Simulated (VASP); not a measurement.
# Rb (Fd-3m) in VASP: further runs

The runs below take Rb through single point, with LDA.

Program: VASP 6.6.1. These are calculated values, not measurements. Logs are shortened: lines on timing, memory, paths and dates and some standing lists are left out, and cuts for length are marked.

### Step 1. The cell of the first run

Symmetry: Fd-3m, No. 227, cubic system. Conventional cell: a = 7.237 Å, b = 7.237 Å, c = 7.237 Å, α = 90.00°, β = 90.00°, γ = 90.00°. Rb (site symmetry -43m) has 4 Rb at 3.13 Å within 4.1 Å.

### Step 2. Single point, LDA (volume scaled by 0.4)

The input, INCAR:

```
SYSTEM = Rb
  PREC = Accurate
  ENCUT = 520
  EDIFF = 1E-7
  ISMEAR = -1
  SIGMA = 0.08
  LREAL = .FALSE.
  LASPH = .TRUE.
  NELM = 100
  ALGO = Normal
  ISIF = 2
  LWAVE = .FALSE.
  LCHARG = .FALSE.
  GGA = CA
  NBANDS = 16
```

The input, KPOINTS:

```
Automatic mesh
0
G
  7 7 7
  0 0 0
```

The input, POSCAR:

```
Rb
1.0
    0.0000000000      3.6183095309      3.6183095309
    3.6183095309      0.0000000000      3.6183095309
    3.6183095309      3.6183095309      0.0000000000
Rb
2
Direct
   -0.1250000000     -0.1250000000     -0.1250000000
    0.1250000000      0.1250000000      0.1250000000
```

Potentials or basis: VASP PAW LDA potentials, release 64 (Rb_sv).

The run is started by

```bash
$ cat potpaw_LDA.64/Rb_sv/POTCAR > POTCAR
$ mpirun -np 1 vasp_std > vasp.out
```

OUTCAR:

```text
SYSTEM = Rb
   PREC = Accurate
   ENCUT = 520
   EDIFF = 1E-7
   ISMEAR = -1
   LREAL = .FALSE.
   LASPH = .TRUE.
   NELM = 100
   ISIF = 2
   GGA = CA

 ion  position               nearest neighbor table
   1  0.875  0.875  0.875-   2 3.13   2 3.13   2 3.13   2 3.13
   2  0.125  0.125  0.125-   1 3.13   1 3.13   1 3.13   1 3.13

  LATTYP: Found a face centered cubic cell.
 ALAT       =     7.2366190618

  Lattice vectors:

 A1 = (   0.0000000000,   3.6183095309,   3.6183095309)
 A2 = (   3.6183095309,   0.0000000000,   3.6183095309)
 A3 = (   3.6183095309,   3.6183095309,   0.0000000000)

Analysis of symmetry for initial positions (statically):
[... 5 lines left out ...]
 face centered cubic supercell.

 Subroutine GETGRP returns: Found 48 space group operations
 (whereof 12 operations were pure point group operations)
 out of a pool of 48 trial point group operations.

The static configuration has the point symmetry D_3d.
 The point group associated with its full space group is O_h .

Analysis of symmetry for dynamics (positions and initial velocities):
[... 5 lines left out ...]
 face centered cubic supercell.

 Subroutine GETGRP returns: Found 48 space group operations
 (whereof 12 operations were pure point group operations)
 out of a pool of 48 trial point group operations.

The dynamic configuration has the point symmetry D_3d.
 The point group associated with its full space group is O_h .

 Subroutine INISYM returns: Found 48 space group operations
 (whereof 12 operations are pure point group operations),
 and found     1 'primitive' translations

----------------------------------------------------------------------------------------

                                     Primitive cell

  volume of cell :      94.7430

  direct lattice vectors                    reciprocal lattice vectors
     0.000000000  3.618309531  3.618309531    -0.138186077  0.138186077  0.138186077
     3.618309531  0.000000000  3.618309531     0.138186077 -0.138186077  0.138186077
     3.618309531  3.618309531  0.000000000     0.138186077  0.138186077 -0.138186077

  length of vectors
     5.117062411  5.117062411  5.117062411     0.239345307  0.239345307  0.239345307

  position of ions in fractional coordinates (direct lattice)
     0.875000000  0.875000000  0.875000000
     0.125000000  0.125000000  0.125000000

  ion indices of the primitive-cell ions
   primitive index   ion index
                 1           1
[... 62 lines left out ...]
   ISPIN  =      1    spin polarized calculation?
   LNONCOLLINEAR =      F non collinear calculations
   LSORBIT =      F    spin-orbit coupling
   LASPH  =      T    aspherical Exc in radial PAW
   ENCUT  =  520.0 eV  38.22 Ry    6.18 a.u.   9.51  9.51  9.51*2*pi/ulx,y,z
   NELM   =    100;   NELMIN=  2; NELMDL= -5     # of ELM steps
   EDIFF  = 0.1E-06   stopping-criterion for ELM
   LREAL  =      F    real-space projection
   EDIFFG = 0.1E-05   stopping-criterion for IOM
   NSW    =      0    number of steps for IOM
   IBRION =     -1    ionic relax: 0-MD 1-quasi-New 2-CG
   NFREE  =      0    steps in history (QN), initial steepest desc. (CG)
   ISIF   =      2    stress and relaxation
   ISYM   =      2    0-nonsym 1-usesym 2-fastsym
   POTIM  = 0.5000    time-step for ionic-motion
   TEBEG  =    0.0;   TEEND  =   0.0 temperature during run
   PSTRESS=    0.0 pullay stress
   NELECT =      18.0000    total number of electrons
   NUPDOWN=      -1.0000    fix difference up-down
   EMIN   =  10.00;   EMAX   =-10.00  energy-range for DOS
   EFERMI =   0.00;   METHOD = LEGACY
   ISMEAR =    -1;   SIGMA  =   0.08  broadening in eV -4-tet -1-fermi 0-gaus
   EFERMI_NEDOS =   21; number of points for ismear=-14 and -15
   IALGO  =     38    algorithm
   IMIX   =      4    mixing-type and parameters
     AMIX     =   0.40;   BMIX     =  1.00
     AMIX_MAG =   1.60;   BMIX_MAG =  1.00
  volume/ion in A,a.u.               =      47.37       319.68
  Fermi-wavevector in a.u.,A,eV,Ry     =   0.941131  1.778479 12.051048  0.885727
  Thomas-Fermi vector in A             =   2.068611
   LORBIT       =      0    0 simple, 1 ext, 2 COOP (PROOUT), +10 PAW based schemes
   GGA     = CA    functional components
   LHFCALC =     F    Hartree Fock is set to
   AEXX    =    0.0000 exact exchange contribution
   IVDW    =     0    specifies the selected vdW correction
   LEPSILON=     F    determine dielectric tensor
   LRPA    =     F    only Hartree local field effects (RPA)
 non-spin polarized calculation
  energy-cutoff  :      520.00
  volume of cell :       94.74
 maximum number of plane-waves:      2637
 NGX is ok and might be reduce to    40
   NGX = 19   NGY = 19   NGZ = 19

 number of electron      18.0000000 magnetization

 Free energy of the ion-electron system (eV)
  ---------------------------------------------------
  ext. energy  EPLUGINS =         0.00000000
  ---------------------------------------------------
  free energy    TOTEN  =        -0.55059466 eV

  energy without entropy =       -0.49925065  energy(sigma->0) =       -0.52492265

 E-fermi :   1.6265     XC(G=0):  -7.5889

 val. band max:        1.5356940597   @ k =  -0.4286   0.4286   0.0000
 cond. band min:       1.6445260936   @ k =   0.4286   0.4286   0.0000
 fundamental gap:      0.1088320339
 Fermi energy:         1.6265306228

 k-point     1 :       0.0000    0.0000    0.0000
  band No.  band energies     occupation
      1     -28.1335      2.00000
      2     -27.4778      2.00000
      3     -12.5699      2.00000
      4     -12.5699      2.00000
      5     -12.5699      2.00000
      6     -11.4854      2.00000
[... 357 lines left out ...]
      3     -12.9339      2.00000
      4     -12.8648      2.00000
      5     -12.1693      2.00000
      6     -11.9018      2.00000
[... 8 lines left out ...]
     15       5.9133      0.00000
     16       6.0451      0.00000

------------------------ aborting loop because EDIFF is reached ----------------------------------------

  FORCE on cell =-STRESS in cart. coord.  units (eV):
  Direction    XX          YY          ZZ          XY          YZ          ZX
  --------------------------------------------------------------------------------------
  -------------------------------------------------------------------------------------
  Total        2.5760624      2.5760624      2.5760624      0.0000000      0.0000000      0.0000000
  in kB       43.5632051     43.5632051     43.5632051      0.0000000      0.0000000      0.0000000
  external PRESSURE =      43.5632051 kB  Pullay stress =       0.0000000 kB

 VOLUME and BASIS-vectors are now :
 -----------------------------------------------------------------------------
  energy-cutoff  :      520.00
  volume of cell :       94.74
      direct lattice vectors                 reciprocal lattice vectors
     0.000000000  3.618309531  3.618309531    -0.138186077  0.138186077  0.138186077
     3.618309531  0.000000000  3.618309531     0.138186077 -0.138186077  0.138186077
     3.618309531  3.618309531  0.000000000     0.138186077  0.138186077 -0.138186077

 POSITION                                       TOTAL-FORCE (eV/Angst)
 -----------------------------------------------------------------------------------
      6.33204      6.33204      6.33204        -0.000000      0.000000     -0.000000
      0.90458      0.90458      0.90458         0.000000     -0.000000      0.000000
 -----------------------------------------------------------------------------------
    total drift:                                0.000000      0.000000     -0.000000

  FREE ENERGIE OF THE ION-ELECTRON SYSTEM (eV)
  ---------------------------------------------------
  free  energy   TOTEN  =        -0.5505946633 eV

  energy  without entropy=       -0.4992506460  energy(sigma->0) =       -0.52492265
```

stdout:

```text
POSCAR found type information on POSCAR Rb
 POSCAR found :  1 types and       2 ions
 scaLAPACK will be used
 LDA part: xc-table for (Slater(with rela. corr.)+CA(PZ))
 , standard interpolation
 POSCAR, INCAR and KPOINTS ok, starting setup
 FFT: planning ... GRIDC
 FFT: planning ... GRID_SOFT
 FFT: planning ... GRID
 WAVECAR not read
 entering main loop
```

Wall time 14 s (1 thread of Intel Xeon 6975P-C (Granite Rapids), shared host); peak memory 0.19 GiB.

What came out:

* Free energy: -0.5506 eV
* Pressure: 4.4 GPa
* Band gap on the k mesh: 0.11 eV, indirect (least direct gap 0.13 eV)

 A k mesh can miss the band edges.

[end of part 1 of 2]
